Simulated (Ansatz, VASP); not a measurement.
SnO: VASP beside Ansatz

Contents of POSCAR:

```
SnO
1.0
    3.8020000000      0.0000000000      0.0000000000
    0.0000000000      3.8020000000      0.0000000000
    0.0000000000      0.0000000000      4.8360000000
Sn O
2 2
Direct
    0.0000000000      0.5000000000      0.2385000000
    0.5000000000      0.0000000000      0.7615000000
    0.0000000000      0.0000000000      0.0000000000
    0.5000000000      0.5000000000      0.0000000000
```

File INCAR.step1:

```
SYSTEM = SnO
ALGO     = Normal         ! electronic algorithm
EDIFF    = 1E-4           ! SCF threshold, eV
ENCUT    = 520            ! plane-wave cutoff, eV
GGA      = PE             ! functional
ISMEAR   = 0              ! smearing method
LASPH    = .True.         ! aspherical terms in the spheres
LCHARG   = .False.        ! write CHGCAR
LREAL    = .False.        ! projectors in reciprocal space
LWAVE    = .True.         ! write WAVECAR
NBANDS   = 28             ! bands
NELM     = 80             ! most SCF steps
PREC     = Accurate       ! precision mode
SIGMA    = 0.03           ! smearing width, eV
```

The input INCAR.step2:

```
SYSTEM = SnO
ALGO     = Normal         ! electronic algorithm
EDIFF    = 1E-6           ! SCF threshold, eV
ENCUT    = 520            ! plane-wave cutoff, eV
ISIF     = 2              ! what is computed and relaxed
ISMEAR   = 0              ! smearing method
ISTART   = 1            
LASPH    = .True.         ! aspherical terms in the spheres
LCHARG   = .False.        ! write CHGCAR
LMIXTAU  = .True.       
LREAL    = .False.        ! projectors in reciprocal space
LWAVE    = .False.        ! write WAVECAR
METAGGA  = R2SCAN         ! meta-GGA
NBANDS   = 28             ! bands
NELM     = 80             ! most SCF steps
PREC     = Accurate       ! precision mode
SIGMA    = 0.03           ! smearing width, eV
```

Contents of KPOINTS:

```
k-points
0
Gamma
  10 10 8
  0 0 0
```

Input for Ansatz:

```yaml
crystal:
  lattice:
    - [3.802, 0.0, 0.0]
    - [0.0, 3.802, 0.0]
    - [0.0, 0.0, 4.836]
  atoms:
    - { symbol: Sn, position: [0.0, 0.5, 0.2385] }
    - { symbol: Sn, position: [0.5, 0.0, 0.7615] }
    - { symbol: O, position: [0.0, 0.0, 0.0] }
    - { symbol: O, position: [0.5, 0.5, 0.0] }
basis:
  ecutwfc: 500
kpoints:
  mp_grid: { grid: [10, 10, 8] }
hamiltonian:
  xc: r2scan
scf:
  occupations: { method: gaussian, width: 0.03 }
output:
  forces: true
  stress: true
  eigenvalues: true
```

Alike in both runs: task single point; functional r2SCAN; k mesh 10 × 10 × 8; occupations gaussian, width 0.03 eV; no spin polarisation.

|  | VASP | Ansatz |
| --- | --- | --- |
| version | VASP 6.6.1 | Ansatz 0.2.0 |
| potentials or method | VASP PAW PBE potentials, release 64 (Sn_d, O), cutoff 520 eV | scalar-relativistic, plane waves, PAW |
| valence electrons in the cell | 40 | 40 |

|  | VASP | Ansatz | Ansatz less VASP |
| --- | --- | --- | --- |
| gap on the k mesh at the Fermi level (eV) | 0.14 | 0.13 | -0.008 |
| least direct gap on the mesh (eV) | 2.29 | 2.30 | +0.013 |
| pressure (GPa) | 0.7 | 0.1 | -0.58 |
| traceless stress, the component that is largest in VASP (GPa) | -0.18 | -0.14 | +0.041 |
| rms of the force components (eV/Å) | 0.007 | 0.066 | +0.0591 |

VASP's potentials were made for PBE, not for r2SCAN. Atom by atom the forces differ by 0.059 eV/Å (rms over components).
